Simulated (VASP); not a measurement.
Input of a VASP 6.6.1 run:

Contents of INCAR:

```
SYSTEM = BN
ALGO     = Normal         ! electronic algorithm
EDIFF    = 1E-6           ! SCF threshold, eV
ENCUT    = 520            ! plane-wave cutoff, eV
GGA      = PE             ! functional
ISIF     = 2              ! what is computed and relaxed
ISMEAR   = 1              ! smearing method
LASPH    = .TRUE.         ! aspherical terms in the spheres
LCHARG   = .FALSE.        ! write CHGCAR
LREAL    = .FALSE.        ! projectors in reciprocal space
LWAVE    = .FALSE.        ! write WAVECAR
NBANDS   = 11             ! bands
NELM     = 60             ! most SCF steps
PREC     = Accurate       ! precision mode
SIGMA    = 0.4            ! smearing width, eV
```

File KPOINTS:

```
k-points
0
G
  12 12 12
  0 0 0
```

The input POSCAR:

```
BN
1.0
    0.0000000000      3.4953158300      2.1660912400
    1.2516321000      0.0000000000      2.1660912400
    1.2516321000      3.4953158300      0.0000000000
B N
1 1
Direct
    0.0000486500      0.0000486500      0.9999513500
    0.6666513400      0.6666513400      0.3333486600
```

Potentials or basis: VASP PAW PBE potentials, release 64 (B, N).

Command:

```console
$ cat potpaw_PBE.64/B/POTCAR potpaw_PBE.64/N/POTCAR > POTCAR
$ mpirun -np 1 vasp_std > vasp.out
```

Q: Estimate the pressure.

A: 3.3 GPa.

Q: What does it give for the band gap on the k mesh?

A: 3.85 eV, indirect (least direct gap 4.55 eV).

Q: What does it give for the largest force?

A: 0.009 eV/Å.

Stress tensor (GPa, compression positive):
```
4.11 0.00 0.00
0.00 1.58 0.00
0.00 0.00 4.14
```

A k mesh can miss the band edges. Expect the measured gap to be larger: semilocal functionals such as PBE lack the derivative discontinuity.
